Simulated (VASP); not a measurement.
A run of VASP 6.6.1 is set up as follows.

Contents of INCAR:

```
ALGO = Normal ; EDIFF = 1E-6
EDIFFG = -0.005 ; ENCUT = 600
GGA = PE ; IBRION = 2
ISIF = 3 ; ISMEAR = -1
LASPH = T ; LCHARG = F
LREAL = F ; LWAVE = F
NELM = 80 ; NSW = 60
PREC = Accurate ; PSTRESS = 1100.0
SIGMA = 0.05
```

Contents of KPOINTS:

```
k-points
0
Gamma
  10 10 6
```

File POSCAR:

```
HfN
1.0
    3.0121031752      0.0000000000      0.0000000000
   -1.5060515876      2.6085578686      0.0000000000
    0.0000000000      0.0000000000      4.6687599216
Hf N
2 2
Direct
    0.0000000000      0.0000000000      0.0000000000
    0.0000000000      0.0000000000      0.5000000000
    0.3333333333      0.6666666667      0.2500000000
    0.6666666667      0.3333333333      0.7500000000
```

Potentials or basis: VASP PAW PBE potentials, release 64 (Hf_pv, N).

Command:

```bash
$ cat potpaw_PBE.64/Hf_pv/POTCAR potpaw_PBE.64/N/POTCAR > POTCAR
$ mpirun -np 1 vasp_std > vasp.out
```

(1) What does it give for the space group after relaxing (to 0.1 Å)?

(2) Predict the relaxed cell.

(3) Predict the band gap on the k mesh.

Answers

(1) P6_3/mmc (No. 194).

(2) a = 2.857 Å, b = 2.857 Å, c = 5.290 Å, α = 90.00°, β = 90.00°, γ = 120.00°.

(3) zero (bands 15 and 16 overlap by 2.06 eV).

Caveat: the cell is relaxed towards a set pressure, so the run minimises the enthalpy, not the energy; spin-orbit coupling is left out, which moves the levels of the heavy elements.
